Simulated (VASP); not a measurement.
# CoSbH4 (P4/mmm) in VASP: relaxation of cell and atoms with PBE

Aim: the relaxation of cell and atoms of CoSbH4 with PBE.

Program: VASP 6.6.1. These are calculated values, not measurements. Logs are shortened: lines on timing, memory, paths and dates and some standing lists are left out, and cuts for length are marked.

## Step 1: The cell of the first run

It takes space group P4/mmm (No. 123, tetragonal). Conventional cell: a = 2.768 Å, b = 2.768 Å, c = 9.049 Å, α = 90.00°, β = 90.00°, γ = 90.00°. Co (site symmetry 4/mmm) has 8 H at 1.66 Å within 2.2 Å. Within 3.6 Å of Sb (site symmetry 4/mmm) lie 4 Sb at 2.77 Å. Within 2.2 Å of H (site symmetry 2mm) lie 2 Co at 1.66 Å and 5 H at 1.82 to 1.96 Å.

The cell was generated, and may not be a known phase.

## Step 2: Relaxation of cell and atoms, PBE

The input, INCAR:

```
SYSTEM = CoSbH4
PREC = Accurate
ENCUT = 600
EDIFF = 1E-7
ISMEAR = 0
SIGMA = 0.1
LREAL = .False.
LASPH = .True.
NELM = 100
ALGO = Normal
ISIF = 3
LWAVE = .False.
LCHARG = .False.
GGA = PE
IBRION = 2
NSW = 100
EDIFFG = -0.01
```

The input, KPOINTS:

```
Automatic mesh
0
Gamma
  12 12 4
  0 0 0
```

The input, POSCAR:

```
CoSbH4
1.0
    2.7677921082      0.0000000000      0.0000000000
    0.0000000000      2.7677921082      0.0000000000
    0.0000000000      0.0000000000      9.0490522141
Co Sb H
1 1 4
Direct
    0.5000000000      0.5000000000      0.5000000000
    0.0000000000      0.0000000000      0.0000000000
    0.5000000000      0.0000000000      0.6008129358
    0.0000000000      0.5000000000      0.3991870642
    0.5000000000      0.0000000000      0.3991870642
    0.0000000000      0.5000000000      0.6008129358
```

Potentials or basis: VASP PAW PBE potentials, release 64 (Co, Sb, H).

Launch:

```
$ cat potpaw_PBE.64/Co/POTCAR potpaw_PBE.64/Sb/POTCAR potpaw_PBE.64/H/POTCAR > POTCAR
$ mpirun -np 1 vasp_std > vasp.out
```

OUTCAR:

```text
SYSTEM = CoSbH4
   PREC = Accurate
   ENCUT = 600
   EDIFF = 1E-7
   ISMEAR = 0
   LREAL = .False.
   LASPH = .True.
   NELM = 100
   ISIF = 3
   GGA = PE
   IBRION = 2
   NSW = 100
   EDIFFG = -0.01

 ion  position               nearest neighbor table
   1  0.500  0.500  0.500-   3 1.66   4 1.66   5 1.66   6 1.66   3 1.66   5 1.66   4 1.66   6 1.66

   2  0.000  0.000  0.000-
   3  0.500  0.000  0.601-   1 1.66   1 1.66
   4  0.000  0.500  0.399-   1 1.66   1 1.66
   5  0.500  0.000  0.399-   1 1.66   1 1.66
   6  0.000  0.500  0.601-   1 1.66   1 1.66

  LATTYP: Found a simple tetragonal cell.
 ALAT       =     2.7677921082
 C/A-ratio  =     3.2694118129

  Lattice vectors:

 A1 = (   2.7677921082,   0.0000000000,   0.0000000000)
 A2 = (   0.0000000000,   2.7677921082,   0.0000000000)
 A3 = (   0.0000000000,   0.0000000000,   9.0490522141)

Analysis of symmetry for initial positions (statically):
=====================================================================
 Subroutine PRICEL returns:
 Original cell was already a primitive cell.

 Routine SETGRP: Setting up the symmetry group for a
 simple tetragonal supercell.

 Subroutine GETGRP returns: Found 16 space group operations
 (whereof 16 operations were pure point group operations)
 out of a pool of 16 trial point group operations.

The static configuration has the point symmetry D_4h.

Analysis of symmetry for dynamics (positions and initial velocities):
=====================================================================
 Subroutine PRICEL returns:
 Original cell was already a primitive cell.

 Routine SETGRP: Setting up the symmetry group for a
 simple tetragonal supercell.

 Subroutine GETGRP returns: Found 16 space group operations
 (whereof 16 operations were pure point group operations)
 out of a pool of 16 trial point group operations.

The dynamic configuration has the point symmetry D_4h.

 Subroutine INISYM returns: Found 16 space group operations
 (whereof 16 operations are pure point group operations),
 and found     1 'primitive' translations

----------------------------------------------------------------------------------------

                                     Primitive cell

  volume of cell :      69.3218

  direct lattice vectors                    reciprocal lattice vectors
     2.767792108  0.000000000  0.000000000     0.361298812  0.000000000  0.000000000
     0.000000000  2.767792108  0.000000000     0.000000000  0.361298812  0.000000000
     0.000000000  0.000000000  9.049052214     0.000000000  0.000000000  0.110508811

  length of vectors
     2.767792108  2.767792108  9.049052214     0.361298812  0.361298812  0.110508811

  position of ions in fractional coordinates (direct lattice)
     0.500000000  0.500000000  0.500000000
     0.000000000  0.000000000  0.000000000
     0.500000000  0.000000000  0.600812936
     0.000000000  0.500000000  0.399187064
     0.500000000  0.000000000  0.399187064
     0.000000000  0.500000000  0.600812936

  ion indices of the primitive-cell ions
   primitive index   ion index
                 1           1
                 2           2
                 3           3
                 4           4
                 5           5
                 6           6

----------------------------------------------------------------------------------------

 KPOINTS: Automatic mesh

Automatic generation of k-mesh.
 Grid dimensions read from file:
 generate k-points for:   12   12    4

 Generating k-lattice:

  Cartesian coordinates                     Fractional coordinates (reciprocal lattice)
     0.030108234  0.000000000  0.000000000     0.083333333  0.000000000  0.000000000
     0.000000000  0.030108234  0.000000000     0.000000000  0.083333333  0.000000000
     0.000000000  0.000000000  0.027627203     0.000000000  0.000000000  0.250000000

  Length of vectors
     0.030108234  0.030108234  0.027627203

  Shift w.r.t. Gamma in fractional coordinates (k-lattice)
     0.000000000  0.000000000  0.000000000

 Subroutine IBZKPT returns following result:
 ===========================================

 Found     84 irreducible k-points:

 Following reciprocal coordinates:
            Coordinates               Weight
  0.000000  0.000000  0.000000      1.000000
  0.083333  0.000000  0.000000      4.000000
  0.166667  0.000000  0.000000      4.000000
  0.250000  0.000000  0.000000      4.000000
  0.333333  0.000000  0.000000      4.000000
  0.416667  0.000000  0.000000      4.000000
[... 16 lines left out ...]
  0.333333  0.333333  0.000000      4.000000
  0.416667  0.333333  0.000000      8.000000
 [... further k-points ...]
   k-points           NKPTS =     84   k-points in BZ     NKDIM =     84   number of bands    NBANDS=     13
   number of dos      NEDOS =    301   number of ions     NIONS =      6
   total plane-waves  NPLWV =  41472
   dimension x,y,z NGX =    24 NGY =   24 NGZ =   72
   dimension x,y,z NGXF=    48 NGYF=   48 NGZF=  144
   ions per type =               1   1   4
   NGX,Y,Z   is equivalent  to a cutoff of  14.42, 14.42, 13.23 a.u.
   NGXF,Y,Z  is equivalent  to a cutoff of  28.83, 28.83, 26.46 a.u.
 SYSTEM =  CoSbH4
   PREC   = accura    normal or accurate (medium, high low for compatibility)
   ISTART =      0    job   : 0-new  1-cont  2-samecut
   ICHARG =      2    charge: 1-file 2-atom 10-const
   ISPIN  =      1    spin polarized calculation?
   LNONCOLLINEAR =      F non collinear calculations
   LSORBIT =      F    spin-orbit coupling
   LASPH  =      T    aspherical Exc in radial PAW
   ENCUT  =  600.0 eV  44.10 Ry    6.64 a.u.   5.53  5.53 18.07*2*pi/ulx,y,z
   NELM   =    100;   NELMIN=  2; NELMDL= -5     # of ELM steps
   EDIFF  = 0.1E-06   stopping-criterion for ELM
   LREAL  =      F    real-space projection
   EDIFFG = -.1E-01   stopping-criterion for IOM
   NSW    =    100    number of steps for IOM
   IBRION =      2    ionic relax: 0-MD 1-quasi-New 2-CG
   NFREE  =      1    steps in history (QN), initial steepest desc. (CG)
   ISIF   =      3    stress and relaxation
   ISYM   =      2    0-nonsym 1-usesym 2-fastsym
   POTIM  = 0.5000    time-step for ionic-motion
   TEBEG  =    0.0;   TEEND  =   0.0 temperature during run
   PSTRESS=    0.0 pullay stress
   NELECT =      18.0000    total number of electrons
   NUPDOWN=      -1.0000    fix difference up-down
   EMIN   =  10.00;   EMAX   =-10.00  energy-range for DOS
   EFERMI =   0.00;   METHOD = LEGACY
   ISMEAR =     0;   SIGMA  =   0.10  broadening in eV -4-tet -1-fermi 0-gaus
   EFERMI_NEDOS =   21; number of points for ismear=-14 and -15
   IALGO  =     38    algorithm
   IMIX   =      4    mixing-type and parameters
     AMIX     =   0.40;   BMIX     =  1.00
     AMIX_MAG =   1.60;   BMIX_MAG =  1.00
  volume/ion in A,a.u.               =      11.55        77.97
  Fermi-wavevector in a.u.,A,eV,Ry     =   1.044421  1.973670 14.841446  1.090816
  Thomas-Fermi vector in A             =   2.179173
   LORBIT       =      0    0 simple, 1 ext, 2 COOP (PROOUT), +10 PAW based schemes
   GGA     = PE    functional components
   LHFCALC =     F    Hartree Fock is set to
   AEXX    =    0.0000 exact exchange contribution
   IVDW    =     0    specifies the selected vdW correction
   LEPSILON=     F    determine dielectric tensor
   LRPA    =     F    only Hartree local field effects (RPA)
 conjugate gradient relaxation of ions
 non-spin polarized calculation
 Gauss-broadening in eV      SIGMA  =   0.10
  energy-cutoff  :      600.00
  volume of cell :       69.32
 maximum number of plane-waves:      2364
 NGX is ok and might be reduce to    24
   NGX = 11   NGY = 11   NGZ = 37

--------------------------------------- Ionic step        1  -------------------------------------------

 number of electron      17.9999995 magnetization

 Free energy of the ion-electron system (eV)
  ---------------------------------------------------
  ext. energy  EPLUGINS =         0.00000000
  ---------------------------------------------------
  free energy    TOTEN  =       -22.82455218 eV

  energy without entropy =      -22.81089392  energy(sigma->0) =      -22.81772305

------------------------ aborting loop because EDIFF is reached ----------------------------------------

  FORCE on cell =-STRESS in cart. coord.  units (eV):
  Direction    XX          YY          ZZ          XY          YZ          ZX
  --------------------------------------------------------------------------------------
  -------------------------------------------------------------------------------------
  Total       -0.2075747     -0.2075747      0.2933464      0.0000000      0.0000000     -0.0000000
  in kB       -4.7975004     -4.7975004      6.7798698      0.0000000      0.0000000     -0.0000000
  external PRESSURE =      -0.9383770 kB  Pullay stress =       0.0000000 kB
[... 145 lines left out ...]
  energy  without entropy=      -22.8161711664  energy(sigma->0) =      -22.82248493

--------------------------------------- Ionic step        5  -------------------------------------------

 number of electron      18.0000000 magnetization

 Free energy of the ion-electron system (eV)
  ---------------------------------------------------
  ext. energy  EPLUGINS =         0.00000000
  ---------------------------------------------------
  free energy    TOTEN  =       -22.82883940 eV

  energy without entropy =      -22.81612815  energy(sigma->0) =      -22.82248377

 E-fermi :   3.3989     XC(G=0):  -9.0272

 val. band max:        3.3973226438   @ k =   0.4167   0.0833   0.0000
 cond. band min:       3.4093723982   @ k =   0.2500   0.1667   0.5000
 fundamental gap:      0.0120497544
 Fermi energy:         3.3989156477

 k-point     1 :       0.0000    0.0000    0.0000
  band No.  band energies     occupation
      1      -9.5183      2.00000
      2      -6.1628      2.00000
      3      -2.0869      2.00000
      4      -1.1399      2.00000
      5       0.1534      2.00000
      6       1.7027      2.00000
      7       2.4007      2.00000
      8       2.4007      2.00000
      9       2.8309      2.00000
     10       7.2252      0.00000
     11       8.8847      0.00000
     12      10.1228      0.00000
     13      10.1228      0.00000
[... 353 lines left out ...]
 k-point    24 :       0.4167    0.3333    0.0000
  band No.  band energies     occupation
      1      -3.8531      2.00000
      2      -1.4006      2.00000
      3      -0.7843      2.00000
      4      -0.1812      2.00000
      5      -0.1616      2.00000
      6       0.3288      2.00000
      7       1.4125      2.00000
      8       2.5720      2.00000
      9       3.7938      0.00000
     10       3.9084      0.00000
     11       4.8721      0.00000
     12       6.3906      0.00000
     13       8.3456      0.00000

 [... further k-points ...]

------------------------ aborting loop because EDIFF is reached ----------------------------------------

  FORCE on cell =-STRESS in cart. coord.  units (eV):
  Direction    XX          YY          ZZ          XY          YZ          ZX
  --------------------------------------------------------------------------------------
  -------------------------------------------------------------------------------------
  Total       -0.0226671     -0.0226671     -0.0228657      0.0000000      0.0000000      0.0000000
  in kB       -0.5244845     -0.5244845     -0.5290797      0.0000000      0.0000000      0.0000000
  external PRESSURE =      -0.5260162 kB  Pullay stress =       0.0000000 kB
[... 21 lines left out ...]
  FREE ENERGIE OF THE ION-ELECTRON SYSTEM (eV)
  ---------------------------------------------------
  free  energy   TOTEN  =       -22.8288394045 eV

  energy  without entropy=      -22.8161281450  energy(sigma->0) =      -22.82248377

 reached required accuracy - stopping structural energy minimisation
```

It took 2.1 min on 1 thread of Intel Xeon Platinum 8488C (Sapphire Rapids), shared host; peak memory 0.29 GiB.

What came out:

```yaml
Free_energy: -22.8288 eV
Relaxed_volume: 11.54 Å³/atom
Relaxed_cell: a = 2.757 Å, b = 2.757 Å, c = 9.111 Å, α = 90.00°, β = 90.00°, γ = 90.00°
Space_group_after_relaxing_to_0.1_Å: P4/mmm (No. 123)
Energy_gained_by_relaxing: 0.7 meV/atom
Ionic_steps: 5
Pressure_after_relaxing: -0.1 GPa
Band_gap_on_the_k_mesh: zero (bands 9 and 10 overlap by 1.57 eV)
```

Step by step:
```csv
step,energy change (eV),largest force (eV/Å),pressure (GPa),volume (Å³)
1,0.0000,0.0913,-0.09,69.32
2,-0.0025,0.0629,0.01,69.25
3,-0.0042,0.0095,0.12,69.13
4,-0.0042,0.0112,0.12,69.13
5,-0.0043,0.0008,-0.05,69.24
```

Final structure:
```
Co Sb H
1.0
     2.75673    0.00000    0.00000
     0.00000    2.75673    0.00000
     0.00000    0.00000    9.11140
Co Sb H
1 1 4
Direct
  0.50000 0.50000 0.50000
  0.00000 0.00000 0.00000
  0.50000 0.00000 0.60227
  0.00000 0.50000 0.39773
  0.50000 0.00000 0.39773
  0.00000 0.50000 0.60227
```

Levels at points of the mesh, in eV from the Fermi level:
```csv
k point,band 7,band 8,band 9,band 10,band 11,band 12
"(0.00, 0.00, 0.00)",-1.00,-1.00,-0.57,3.83,5.49,6.72
"(0.50, 0.00, 0.00)",-1.28,-1.17,-0.89,-0.11,0.51,4.06
"(0.50, 0.50, 0.00)",-2.91,-2.68,-0.74,-0.45,3.15,3.38
"(0.00, 0.00, 0.50)",-1.00,-1.00,-0.57,4.81,5.48,6.42
"(0.50, 0.00, 0.50)",-1.27,-1.17,-0.89,-0.06,0.50,3.78
"(0.50, 0.50, 0.50)",-2.97,-2.68,-0.74,-0.45,3.15,3.39
```

Caveat: spin-orbit coupling is left out, which moves the levels of the heavy elements; the run has no spin polarisation, though such a crystal can be magnetic.
